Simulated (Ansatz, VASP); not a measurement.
## SnO2: VASP beside Ansatz

```
CELL_PARAMETERS angstrom
3.10392 0.00000 0.00000
-1.55196 2.68807 0.00000
0.00000 0.00000 10.39627
ATOMIC_POSITIONS crystal
Sn 0.00000 0.00000 0.50000
Sn 0.00000 0.00000 0.00000
O 0.66667 0.33333 0.40179
O 0.66667 0.33333 0.09821
O 0.33333 0.66667 0.59821
O 0.33333 0.66667 0.90179
```

Alike in both runs: task single point; functional PBE; dispersion D3(BJ); k mesh 12 × 12 × 4; occupations gaussian, width 0.05 eV; no spin polarisation.

```csv
,VASP,Ansatz
version,VASP 6.6.1,Ansatz 0.2.0
potentials or method,"VASP PAW PBE potentials, release 64 (Sn_d, O), cutoff 520 eV","scalar-relativistic, plane waves, PAW"
valence electrons in the cell,52,52
```

```csv
,VASP,Ansatz,Ansatz less VASP
gap on the k mesh at the Fermi level (eV),2.76,2.78,+0.027
least direct gap on the mesh (eV),3.23,3.25,+0.020
pressure (GPa),13.2,12.5,-0.73
"traceless stress, the component that is largest in VASP (GPa)",-7.96,-7.55,+0.404
rms of the force components (eV/Å),0.361,0.329,-0.0320
```

Atom by atom the forces differ by 0.032 eV/Å (rms over components).
